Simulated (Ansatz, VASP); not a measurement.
# H4C in VASP and in Ansatz

```
H C
1.0
    15.00000    0.00000    0.00000
     0.00000   15.50000    0.00000
     0.00000    0.00000   16.00000
H C
4 1
Cartesian
  7.5034 7.7644 6.9045
  6.4663 7.7363 8.3617
  8.0232 6.8557 8.3553
  8.0072 8.6437 8.3788
  7.5000 7.7498 7.9997
```

Alike in both runs: functional PBE; dispersion D3(BJ); k mesh 1 × 1 × 1; occupations gaussian, width 0.005 eV; no spin polarisation.

Ansatz relaxed the structure, and its values are those at the end. VASP's run is a single point on that final structure, the one shown.

|  | VASP | Ansatz |
| --- | --- | --- |
| version | VASP 6.6.1 | Ansatz 0.2.0 |
| potentials or method | VASP PAW PBE potentials, release 64 (H, C), cutoff 520 eV | scalar-relativistic, plane waves, PAW |
| valence electrons in the cell | 8 | 8 |

Ansatz gave:

```
gap on the k mesh at the Fermi level (eV) : 8.97
rms of the force components (eV/Å)        : 0.003
```

Problem. Estimate VASP's values.

Solution. gap on the k mesh at the Fermi level (eV): 8.97; rms of the force components (eV/Å): 0.010.
